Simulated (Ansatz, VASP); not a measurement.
# Two plane-wave programs on Ge

INCAR

```
PREC = Accurate
ENCUT = 520
EDIFF = 1E-8
ISMEAR = -5
SIGMA = 0.1
LREAL = False
LASPH = True
NELM = 80
ALGO = Normal
ISIF = 2
LWAVE = False
LCHARG = False
GGA = PE
LEFG = True
NBANDS = 21
```

Contents of KPOINTS:

```
Automatic mesh
0
Gamma
  11 11 11
```

Contents of POSCAR:

```
Ge
1.0
    0.0000000000      2.8807016401      2.8807016401
    2.8807016401      0.0000000000      2.8807016401
    2.8807016401      2.8807016401      0.0000000000
Ge
2
Direct
    0.0000000000      0.0000000000      0.0000000000
    0.2500000000      0.2500000000      0.2500000000
```

Input for Ansatz:

```yaml
crystal:
  lattice:
    - [0.0, 2.8807016401, 2.8807016401]
    - [2.8807016401, 0.0, 2.8807016401]
    - [2.8807016401, 2.8807016401, 0.0]
  atoms:
    - { symbol: Ge, position: [0.0, 0.0, 0.0] }
    - { symbol: Ge, position: [0.25, 0.25, 0.25] }
kpoints:
  mp_grid: { grid: [11, 11, 11] }
  band_path:
    path:
      - [0.0, 0.0, 0.0]
      - [0.5, 0.0, 0.5]
      - [0.625, 0.25, 0.625]
      - [0.375, 0.375, 0.75]
      - [0.0, 0.0, 0.0]
      - [0.5, 0.5, 0.5]
      - [0.5, 0.25, 0.75]
      - [0.5, 0.0, 0.5]
    npoints: 14
scf:
  occupations: { method: tetrahedron }
hamiltonian:
  xc: pbe
  pseudopotentials: { kind: paw }
output:
  forces: true
  stress: true
  eigenvalues: true
  efg: { contact_densities: true }
  populations: true
basis:
  xc_grid: 3
```

Alike in both runs: task electric field gradients; functional PBE; k mesh 11 × 11 × 11; occupations tetrahedron; no spin polarisation.

|  | VASP | Ansatz |
| --- | --- | --- |
| version | VASP 6.6.1 | Ansatz 0.2.0 |
| potentials or method | VASP PAW PBE potentials, release 64 (Ge_d) | PAW with Ansatz's default frozen-core files, scalar-relativistic |
| plane-wave cutoff (eV) | 520 | 420 |
| valence electrons in the cell | 28 | 28 |

```csv
,VASP,Ansatz,Ansatz less VASP
gap on the k mesh at the Fermi level (eV),none,none,-
pressure (GPa),-0.1,0.0,+0.05
```

A gap of «none» marks a metal or a gap that the smearing closes. Ansatz's warnings: band table not solved further, tetrahedron derivatives may miss energy slope.
